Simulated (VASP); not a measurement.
# Zr3TiC4 (Pmmm) in VASP: further runs, part 2 of 2

VASP 6.6.1. Earlier steps stand in the parts before.

## (4) Relaxation of cell and atoms, PBE

This run uses another cell than the first one, of 14.53 Å³/atom.

Input file INCAR:

```
SYSTEM = Zr3TiC4
  PREC = Accurate
  ENCUT = 600
  EDIFF = 1E-7
  ISMEAR = 0
  SIGMA = 0.1
  LREAL = .False.
  LASPH = .True.
  NELM = 80
  ALGO = Normal
  ISIF = 3
  LWAVE = .False.
  LCHARG = .False.
  GGA = PE
  IBRION = 2
  NSW = 90
  EDIFFG = -0.04
```

Input file KPOINTS:

```
Automatic mesh
0
Gamma
  6 4 4
  0 0 0
```

Input file POSCAR:

```
Zr3TiC4
1.0
    3.4511668400      0.0000000000      0.0000000000
    0.0000000000      4.8806869600      0.0000000000
    0.0000000000      0.0000000000      6.9023336900
Zr Ti C
3 1 4
Direct
    0.0000000000      0.0000000000      0.7500000000
    0.0000000000      0.0000000000      0.2500000000
    0.5000000000      0.5000000000      0.0000000000
    0.5000000000      0.5000000000      0.5000000000
    0.0000000000      0.5000000000      0.2500000000
    0.0000000000      0.5000000000      0.7500000000
    0.5000000000      0.0000000000      0.0000000000
    0.5000000000      0.0000000000      0.5000000000
```

Run with:

```bash
$ cat potpaw_PBE.64/Zr_sv/POTCAR potpaw_PBE.64/Ti_sv/POTCAR potpaw_PBE.64/C/POTCAR > POTCAR
$ mpirun -np 1 vasp_std > vasp.out
```

It took 18 min on 1 thread of AMD EPYC 9R45 (Zen 5), shared host; peak memory 0.34 GiB.

Results (log left out):

```yaml
Free_energy: -76.7061 eV
Relaxed_volume: 12.39 Å³/atom
Relaxed_cell: a = 3.281 Å, b = 4.624 Å, c = 6.533 Å, α = 90.00°, β = 90.00°, γ = 90.00°
Space_group_after_relaxing_to_0.1_Å: Pmmm (No. 47)
Energy_gained_by_relaxing: 203.3 meV/atom
Ionic_steps: 11
Pressure_after_relaxing: 0.0 GPa
Largest_force_after_relaxing: 0.016 eV/Å
Band_gap_on_the_k_mesh: zero (bands 32 and 33 overlap by 1.30 eV)
```

Forces on the atoms (eV/Å):
```
Zr   0.000  0.000 -0.016
Zr   0.000  0.000  0.016
Zr   0.000  0.000  0.000
Ti   0.000  0.000  0.000
C    0.000  0.000  0.007
C    0.000  0.000 -0.007
C    0.000  0.000  0.000
C    0.000  0.000  0.000
```

Stress tensor (GPa, compression positive):
```
-0.03  0.00  0.00
 0.00  0.11  0.00
 0.00  0.00 -0.04
```

The path:
```csv
step,energy change (eV),largest force (eV/Å),pressure (GPa),volume (Å³)
1,0.0000,0.5172,-25.48,116.26
2,1.4861,1.4117,65.44,81.54
3,-1.5556,0.8863,-1.41,99.98
4,-1.5596,0.9016,-0.04,99.36
5,-1.5596,0.9095,0.69,99.04
6,-1.6175,0.3531,0.74,98.87
7,-1.6220,0.2445,0.82,98.80
8,-1.6246,0.0551,-1.17,99.65
9,-1.6261,0.0554,-0.44,99.33
10,-1.6266,0.0524,0.24,99.03
11,-1.6267,0.0162,0.01,99.13
```

Final structure:
```
Zr Ti C
1.0
     3.28118    0.00000    0.00000
     0.00000    4.62445    0.00000
     0.00000    0.00000    6.53299
Zr Ti C
3 1 4
Direct
  0.00000 0.00000 0.74588
  0.00000 0.00000 0.25412
  0.50000 0.50000 0.00000
  0.50000 0.50000 0.50000
  0.00000 0.50000 0.26109
  0.00000 0.50000 0.73891
  0.50000 0.00000 0.00000
  0.50000 0.00000 0.50000
```

Levels at points of the mesh, in eV from the Fermi level:
```tsv
k point	band 29	band 30	band 31	band 32	band 33	band 34	band 35	band 36
(0.00, 0.00, 0.00)	0.04	0.11	0.88	0.99	0.99	1.10	1.13	1.14
(0.50, 0.00, 0.00)	-1.65	-1.63	-0.08	0.11	0.11	0.31	2.20	2.49
(0.00, 0.50, 0.00)	-0.57	-0.51	-0.44	-0.34	-0.31	-0.28	2.46	2.65
(0.50, 0.50, 0.00)	-2.58	-2.42	-2.11	-2.10	2.35	2.56	2.63	3.49
(0.00, 0.00, 0.50)	-1.42	-1.29	-0.93	-0.93	1.12	1.26	1.73	1.79
(0.50, 0.00, 0.50)	-1.70	-1.48	-1.28	-1.28	0.90	1.15	1.24	1.39
(0.00, 0.50, 0.50)	-1.96	-1.93	-1.91	-1.87	1.38	1.94	2.08	2.12
(0.50, 0.50, 0.50)	-2.38	-2.24	-2.23	-2.04	2.17	2.51	2.61	3.11
```

## (5) Single point, PBE

Input file INCAR:

```
SYSTEM = Zr3TiC4
ALGO = Normal
EDIFF = 1E-7
ENCUT = 520
GGA = PE
ISIF = 2
ISMEAR = 0
LASPH = .TRUE.
LCHARG = .TRUE.
LELF = .TRUE.
LREAL = .FALSE.
LVHAR = .TRUE.
LWAVE = .FALSE.
NBANDS = 42
NELM = 80
PREC = Accurate
SIGMA = 0.1
```

Input file KPOINTS:

```
k-points
0
G
  12 8 6
  0 0 0
```

Input file POSCAR:

```
Zr3TiC4
1.0
    3.2714155403      0.0000000000      0.0000000000
    0.0000000000      4.6334929417      0.0000000000
    0.0000000000      0.0000000000      6.5379728209
Zr Ti C
3 1 4
Direct
    0.0000000000      0.0000000000      0.7458447421
    0.0000000000      0.0000000000      0.2541552579
    0.5000000000      0.5000000000      0.0000000000
    0.5000000000      0.5000000000      0.5000000000
    0.0000000000      0.5000000000      0.2610931818
    0.0000000000      0.5000000000      0.7389068182
    0.5000000000      0.0000000000      0.0000000000
    0.5000000000      0.0000000000      0.5000000000
```

Run with:

```bash
$ cat potpaw_PBE.64/Zr_sv/POTCAR potpaw_PBE.64/Ti_sv/POTCAR potpaw_PBE.64/C/POTCAR > POTCAR
$ mpirun -np 1 vasp_std > vasp.out
```

It took 6.8 min on 1 thread of AMD EPYC 9R45 (Zen 5), shared host; peak memory 0.53 GiB.

Results (log left out):

| Property | Result |
| --- | --- |
| Free energy | -76.6636 eV |
| Pressure | 0.3 GPa |
| Band gap on the k mesh | zero (bands 32 and 33 overlap by 1.25 eV) |

Levels at points of the mesh, in eV from the Fermi level:
```
           k point  band 28  band 29  band 30  band 31  band 32  band 33  band 34  band 35  band 36  band 37
(0.00, 0.00, 0.00)    -1.72    -0.01     0.03     0.84     0.89     0.91     1.03     1.05     1.06     2.06
(0.50, 0.00, 0.00)    -2.10    -1.72    -1.70    -0.15     0.03     0.03     0.23     2.13     2.43     2.96
(0.00, 0.50, 0.00)    -2.70    -0.66    -0.59    -0.47    -0.41    -0.35    -0.35     2.40     2.57     2.89
(0.50, 0.50, 0.00)    -2.78    -2.63    -2.49    -2.18    -2.16     2.27     2.46     2.58     3.39     3.44
(0.00, 0.00, 0.50)    -1.59    -1.48    -1.34    -1.02    -1.01     1.07     1.18     1.65     1.75     2.15
(0.50, 0.00, 0.50)    -1.88    -1.79    -1.56    -1.38    -1.36     0.84     1.08     1.17     1.32     2.51
(0.00, 0.50, 0.50)    -2.19    -2.02    -1.98    -1.96    -1.91     1.31     1.86     2.00     2.04     2.32
(0.50, 0.50, 0.50)    -2.46    -2.45    -2.31    -2.30    -2.11     2.08     2.42     2.56     3.03     3.55
```

## (6) The runs side by side

| task | cell | k mesh | cutoff (eV) | gap on the mesh (eV) | pressure (GPa) | largest force (eV/Å) |
| --- | --- | --- | --- | --- | --- | --- |
| single point | a = 3.281, b = 4.627, c = 6.533 Å, 8 atoms, atomic positions A | 6 × 4 × 4 | 520 | none | 0.0 | - |
| single point | a = 3.451, b = 4.881, c = 6.902 Å, 8 atoms, atomic positions B | 6 × 4 × 4 | 520 | none | -25.4 | 0.52 |
| relaxation of cell and atoms | relaxed from a = 3.451, b = 4.881, c = 6.902 Å, 8 atoms, atomic positions B | 6 × 4 × 4 | 600 | none | 0.0 | 0.02 |
| single point | a = 3.271, b = 4.633, c = 6.538 Å, 8 atoms, atomic positions A | 12 × 8 × 6 | 520 | none | 0.3 | - |

Alike in all rows: level PBE; potentials or basis VASP PAW PBE potentials, release 64 (Zr_sv, Ti_sv, C); no spin polarisation; smearing gaussian 0.1 eV.

Caveats: the cell stands under tension (at least some runs).

Absolute energies hang on the potentials; compare differences alone.
